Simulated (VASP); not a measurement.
A run of VASP 6.6.1:

File POSCAR:

```
TiAl
1.0
    3.1712856882      0.0000000000      0.0000000000
    0.0000000000      3.1712856882      0.0000000000
    0.0000000000      0.0000000000      3.1712856882
Ti Al
1 1
Direct
    0.5000000000      0.5000000000      0.5000000000
    0.0000000000      0.0000000000      0.0000000000
```

Contents of INCAR.step1:

```
SYSTEM = TiAl
PREC = Accurate
ENCUT = 520
ISMEAR = 0
SIGMA = 0.1
LREAL = .FALSE.
LASPH = .TRUE.
NELM = 100
NBANDS = 14
GGA = PE
ALGO = Normal
EDIFF = 1E-4
LWAVE = .TRUE.
LCHARG = .FALSE.
```

INCAR.step2

```
SYSTEM = TiAl
PREC = Accurate
ENCUT = 520
EDIFF = 1E-7
ISMEAR = 0
SIGMA = 0.1
LREAL = .FALSE.
LASPH = .TRUE.
NELM = 100
ALGO = Normal
ISIF = 2
LWAVE = .FALSE.
LCHARG = .FALSE.
METAGGA = R2SCAN
LMIXTAU = .TRUE.
NBANDS = 14
ISTART = 1
```

Contents of KPOINTS:

```
Automatic mesh
0
G
  14 14 14
  0 0 0
```

Potentials or basis: VASP PAW PBE potentials, release 64 (Ti_sv, Al).

Command:

```console
$ cat potpaw_PBE.64/Ti_sv/POTCAR potpaw_PBE.64/Al/POTCAR > POTCAR
$ cp INCAR.step1 INCAR
$ mpirun -np 1 vasp_std > vasp.out
$ cp INCAR.step2 INCAR
$ mpirun -np 1 vasp_std > vasp.out
```

Hardware: 1 thread of Intel(R) Xeon(R) 6975P-C (Granite Rapids), on a shared host.

**Question.** How long does it take, and how much memory?

**Answer.** Run time: 58 s on 1 thread of Intel(R) Xeon(R) 6975P-C (Granite Rapids), on a shared host, peak memory 0.18 GiB. Counts: k points 120.
